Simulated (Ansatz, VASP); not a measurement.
## Si2Mo in VASP and in Ansatz

Contents of POSCAR:

```
Si2Mo
1.0
   -1.5892614214      1.5892614214      3.9041200105
    1.5892614214     -1.5892614214      3.9041200105
    1.5892614214      1.5892614214     -3.9041200105
Mo Si
1 2
Direct
    0.0000000000      0.0000000000      0.0000000000
    0.6670000000      0.6670000000      0.0000000000
    0.3330000000      0.3330000000      0.0000000000
```

Contents of INCAR.step1:

```
SYSTEM = Si2Mo
PREC = Accurate ; ENCUT = 520
ISMEAR = -1 ; SIGMA = 0.05
LREAL = .False. ; LASPH = .True.
NELM = 100 ; NBANDS = 18
GGA = PE ; ALGO = Normal
EDIFF = 1E-4 ; LWAVE = .True.
LCHARG = .False.
```

File INCAR.step2:

```
SYSTEM = Si2Mo
PREC = Accurate ; ENCUT = 520
EDIFF = 1E-6 ; ISMEAR = -1
SIGMA = 0.05 ; LREAL = .False.
LASPH = .True. ; NELM = 100
ALGO = Normal ; ISIF = 2
LWAVE = .False. ; LCHARG = .False.
METAGGA = R2SCAN ; LMIXTAU = .True.
IVDW = 12 ; VDW_S6 = 1.0
VDW_S8 = 0.78981345 ; VDW_A1 = 0.49484001
VDW_A2 = 5.73083694 ; NBANDS = 18
ISTART = 1
```

The input KPOINTS:

```
Automatic mesh
0
Gamma
  12 12 12
  0 0 0
```

File input.yaml:

```yaml
crystal:
  lattice:
    - [-1.5892614214, 1.5892614214, 3.9041200105]
    - [1.5892614214, -1.5892614214, 3.9041200105]
    - [1.5892614214, 1.5892614214, -3.9041200105]
  atoms:
    - { symbol: Mo, position: [0.0, 0.0, 0.0] }
    - { symbol: Si, position: [0.667, 0.667, 0.0] }
    - { symbol: Si, position: [0.333, 0.333, 0.0] }
hamiltonian:
  xc: r2scan
  pseudopotentials: { kind: paw }
  dispersion: d3bj
kpoints:
  mp_grid: { grid: [12, 12, 12] }
scf:
  occupations: { method: fermi_dirac, width: 0.05 }
output:
  forces: true
  stress: true
  eigenvalues: true
```

Alike in both runs: task single point; functional r2SCAN; dispersion D3(BJ); k mesh 12 × 12 × 12; occupations fermi-dirac, width 0.05 eV; no spin polarisation.

|  | VASP | Ansatz |
| --- | --- | --- |
| version | VASP 6.6.1 | Ansatz 0.2.0 |
| potentials or method | VASP PAW PBE potentials, release 64 (Mo_sv, Si) | Ansatz PAW |
| plane-wave cutoff (eV) | 520 | 500 |
| valence electrons in the cell | 22 | 22 |

VASP gave:

- gap on the k mesh at the Fermi level (eV): none
- pressure (GPa): 0.2
- traceless stress, the component that is largest in VASP (GPa): -1.35
- rms of the force components (eV/Å): 0.147

Q: Estimate Ansatz's values.

A: gap on the k mesh at the Fermi level (eV): none; pressure (GPa): -0.3; traceless stress, the component that is largest in VASP (GPa): -1.33; rms of the force components (eV/Å): 0.152.

VASP's potentials were made for PBE, not for r2SCAN. Atom by atom the forces differ by 0.005 eV/Å (rms over components). A gap of «none» marks a metal or a gap that the smearing closes.
